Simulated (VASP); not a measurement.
# Cu in VASP: notebook, part 2 of 2

VASP 6.6.1. Earlier steps stand in the parts before.

### Step 3. Single point, PBE

This run uses another cell than the first one, of 74.71 Å³/atom, 1.489 times its volume.

INCAR reads:

```
ALGO     = Normal         # electronic algorithm
DIPOL    = 0.5 0.5 0.292
EDIFF    = 1E-7           # SCF threshold, eV
ENCUT    = 520            # plane-wave cutoff, eV
GGA      = PE             # functional
IDIPOL   = 3            
ISIF     = 2              # what is computed and relaxed
ISMEAR   = 0              # smearing method
LASPH    = True           # aspherical terms in the spheres
LCHARG   = False          # write CHGCAR
LDIPOL   = True         
LREAL    = False          # projectors in reciprocal space
LWAVE    = False          # write WAVECAR
NBANDS   = 18             # bands
NELM     = 100            # most SCF steps
PREC     = Accurate       # precision mode
SIGMA    = 0.1            # smearing width, eV
```

KPOINTS reads:

```
k-points
0
Gamma
  6 6 1
```

POSCAR reads:

```
Cu
1.0
    2.4343298750      0.0000000000      0.0000000000
   -1.2171649375      2.1081915129      0.0000000000
    0.0000000000      0.0000000000     29.1154260400
Cu
2
Direct
    0.0000000000      0.0000000000      0.3369743371
    0.0000000000      0.0000000000      0.2469085838
```

Potentials or basis: VASP PAW PBE potentials, release 64 (Cu).

The run is started by

```sh
> cat potpaw_PBE.64/Cu/POTCAR > POTCAR
> mpirun -np 1 vasp_std > vasp.out
```

Run time: 33 s. Hardware: 1 thread of Intel Xeon Platinum 8259CL at 2.50GHz (Skylake/Cascade Lake), shared host; peak memory 0.24 GiB.

The run converged. Its results:

```
Free energy            : -6.3680 eV
Largest force          : 0.014 eV/Å
Band gap on the k mesh : zero (band 11 reaches 2.41 eV, above the bottom of band 12 at -4.46 eV)
```

Forces in eV/Å, atoms in the order of the input:
```
Cu   0.000  0.000  0.014
Cu   0.000  0.000 -0.014
```

Levels at points of the mesh, in eV from the Fermi level:
| k point | band 9 | band 10 | band 11 | band 12 | band 13 | band 14 | band 15 | band 16 |
| --- | --- | --- | --- | --- | --- | --- | --- | --- |
| (0.00, 0.00, 0.00) | -1.41 | -1.41 | -1.24 | -1.24 | -0.15 | 4.18 | 5.05 | 5.41 |
| (0.50, 0.00, 0.00) | -0.92 | -0.91 | 0.97 | 2.97 | 4.59 | 6.74 | 8.05 | 10.93 |

Caveat: the k points lie up to 0.50 Å⁻¹ apart.

### Step 4. Single point, PBE

This run uses another cell than the first one, of 74.71 Å³/atom, 1.489 times its volume.

INCAR reads:

```
SYSTEM = Cu
PREC = Accurate ; ENCUT = 520
EDIFF = 1E-6 ; ISMEAR = 0
SIGMA = 0.1 ; LREAL = .False.
LASPH = .True. ; NELM = 60
ALGO = Normal ; ISIF = 2
LWAVE = .False. ; LCHARG = .False.
LDIPOL = .True. ; IDIPOL = 3
DIPOL = 0.5 0.5 0.292 ; GGA = PE
NBANDS = 18
```

KPOINTS reads:

```
regular mesh
0
Gamma
  12 12 1
  0 0 0
```

POSCAR is that of step 3.

The run is started by

```sh
> cat potpaw_PBE.64/Cu/POTCAR > POTCAR
> mpirun -np 1 vasp_std > vasp.out
```

Wall time 66 s (1 thread of Intel Xeon Platinum 8259CL at 2.50GHz (Skylake/Cascade Lake), shared host); peak memory 0.26 GiB.

It converged, with:

```yaml
Free_energy: -6.3477 eV
Largest_force: 0.266 eV/Å
Band_gap_on_the_k_mesh: zero (band 11 reaches 2.68 eV, above the bottom of band 12 at -4.19 eV)
```

Forces on the atoms (eV/Å):
```
Cu   0.000  0.000 -0.266
Cu   0.000  0.000  0.266
```

Levels at points of the mesh, in eV from the Fermi level:
| k point | band 8 | band 9 | band 10 | band 11 | band 12 | band 13 | band 14 | band 15 |
| --- | --- | --- | --- | --- | --- | --- | --- | --- |
| (0.00, 0.00, 0.00) | -1.60 | -1.16 | -1.16 | -0.99 | -0.99 | -0.02 | 4.23 | 4.99 |
| (0.50, 0.00, 0.00) | -0.99 | -0.65 | -0.64 | 1.20 | 3.19 | 4.86 | 6.89 | 8.17 |

### Step 5. Single point, PBE

This run uses another cell than the first one, of 76.12 Å³/atom, 1.517 times its volume.

INCAR reads:

```
PREC = Accurate
ENCUT = 520
EDIFF = 1E-6
ISMEAR = 0
SIGMA = 0.1
LREAL = F
LASPH = T
NELM = 80
ALGO = Normal
ISIF = 2
LWAVE = F
LCHARG = F
LDIPOL = T
IDIPOL = 3
DIPOL = 0.5 0.5 0.292
GGA = PE
NBANDS = 18
```

KPOINTS reads:

```
Automatic mesh
0
Gamma
  12 12 1
```

POSCAR reads:

```
Cu
1.0
    2.4572120254      0.0000000000      0.0000000000
   -1.2286060127      2.1280080365      0.0000000000
    0.0000000000      0.0000000000     29.1154260400
Cu
2
Direct
    0.0000000000      0.0000000000      0.3342524137
    0.0000000000      0.0000000000      0.2496305072
```

Potentials or basis: VASP PAW PBE potentials, release 64 (Cu).

The run is started by

```sh
> cat potpaw_PBE.64/Cu/POTCAR > POTCAR
> mpirun -np 1 vasp_std > vasp.out
```

OUTCAR:

```text
PREC = Accurate
   ENCUT = 520
   EDIFF = 1E-6
   ISMEAR = 0
   LREAL = F
   LASPH = T
   NELM = 80
   ISIF = 2
   GGA = PE

 ion  position               nearest neighbor table
   1  0.000  0.000  0.334-   2 2.46
   2  0.000  0.000  0.250-   1 2.46

  LATTYP: Found a hexagonal cell.
 ALAT       =     2.4572120254
 C/A-ratio  =    11.8489677484

  Lattice vectors:

 A1 = (   2.4572120254,   0.0000000000,   0.0000000000)
 A2 = (  -1.2286060127,   2.1280080365,   0.0000000000)
 A3 = (   0.0000000000,   0.0000000000,  29.1154260400)

Analysis of symmetry for initial positions (statically):
[... 584 lines left out ...]
  Direction    XX          YY          ZZ          XY          YZ          ZX
  --------------------------------------------------------------------------------------
  -------------------------------------------------------------------------------------
  Total        0.1478007      0.1478007      0.0219123     -0.0000000     -0.0000000      0.0000000
  in kB        1.5554214      1.5554214      0.2306006     -0.0000000     -0.0000000      0.0000000
  external PRESSURE =       1.1138145 kB  Pullay stress =       0.0000000 kB

 VOLUME and BASIS-vectors are now :
 -----------------------------------------------------------------------------
  energy-cutoff  :      520.00
  volume of cell :      152.24
      direct lattice vectors                 reciprocal lattice vectors
     2.457212025  0.000000000  0.000000000     0.406965288  0.234961519  0.000000000
    -1.228606013  2.128008036  0.000000000     0.000000000  0.469923037  0.000000000
     0.000000000  0.000000000 29.115426040     0.000000000  0.000000000  0.034346054

 POSITION                                       TOTAL-FORCE (eV/Angst)
 -----------------------------------------------------------------------------------
      0.00000      0.00000      9.73190        -0.000000      0.000000      0.013442
      0.00000      0.00000      7.26810         0.000000     -0.000000     -0.013442
 -----------------------------------------------------------------------------------
    total drift:                                0.000000      0.000000      0.000967

  FREE ENERGIE OF THE ION-ELECTRON SYSTEM (eV)
  ---------------------------------------------------
  free  energy   TOTEN  =        -6.3801432365 eV

  energy  without entropy=       -6.3758466913  energy(sigma->0) =       -6.37799496

 vacuum level on the upper side and lower side of the slab         1.919         1.919
```

Run time: 71 s. Hardware: 1 thread of Intel Xeon Platinum 8259CL at 2.50GHz (Skylake/Cascade Lake), shared host; peak memory 0.26 GiB.

What came out:

```
Free energy            : -6.3801 eV
Largest force          : 0.013 eV/Å
Band gap on the k mesh : zero (band 11 reaches 2.36 eV, above the bottom of band 12 at -4.24 eV)
```

Forces on the atoms (eV/Å):
```
Cu   0.000  0.000  0.013
Cu   0.000  0.000 -0.013
```

### Step 6. Overview

| cell | k mesh | gap on the mesh (eV) | largest force (eV/Å) |
| --- | --- | --- | --- |
| a = 2.611, b = 2.611, c = 17.000 Å, angles 90.0, 90.0, 120.0°, 2 atoms | 6 × 6 × 1 | none | 0.07 |
| a = 2.434, b = 2.434, c = 29.115 Å, angles 90.0, 90.0, 120.0°, 2 atoms | 6 × 6 × 1 | none | 0.01 |
| a = 2.434, b = 2.434, c = 29.115 Å, angles 90.0, 90.0, 120.0°, 2 atoms | 12 × 12 × 1 | none | 0.27 |
| a = 2.457, b = 2.457, c = 29.115 Å, angles 90.0, 90.0, 120.0°, 2 atoms | 12 × 12 × 1 | none | 0.01 |

Alike in all rows: task single point; level PBE; potentials or basis VASP PAW PBE potentials, release 64 (Cu); no spin polarisation; cutoff (eV) 520; smearing gaussian 0.1 eV.

Caveats: some runs use coarse meshes.

Absolute energies hang on the potentials; compare differences alone.
